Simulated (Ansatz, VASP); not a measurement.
LiBe2: VASP beside Ansatz

```
CELL_PARAMETERS angstrom
4.09411 0.00000 0.00000
-2.04705 3.54560 0.00000
0.00000 0.00000 2.50712
ATOMIC_POSITIONS crystal
Li 0.00000 0.00000 0.00000
Be 0.66667 0.33333 0.66667
Be 0.33333 0.66667 0.33333
```

Alike in both runs: task single point; functional PBE; k mesh 6 × 6 × 6; occupations gaussian, width 0.1 eV; no spin polarisation.

|  | VASP | Ansatz |
| --- | --- | --- |
| version | VASP 6.6.1 | Ansatz 0.2.0 |
| potentials or method | VASP PAW PBE potentials, release 64 (Li_sv, Be), cutoff 520 eV | scalar-relativistic, plane waves, PAW |
| valence electrons in the cell | 7 | 7 |

Ansatz gave:

| Quantity | Value |
| --- | --- |
| gap on the k mesh at the Fermi level (eV) | none |
| rms of the force components (eV/Å) | 0.010 |

Q: Estimate VASP's values.

A: gap on the k mesh at the Fermi level (eV): none; rms of the force components (eV/Å): 0.009.

Atom by atom the forces differ by 0.001 eV/Å (rms over components). A gap of «none» marks a metal or a gap that the smearing closes. With one functional, cell and mesh, what is left measures potentials, basis and numerics.

The k mesh is coarse, so the values compare programs but aren't converged. Noted on VASP's run: the cutoff is short for stress, so the pressure is rough.
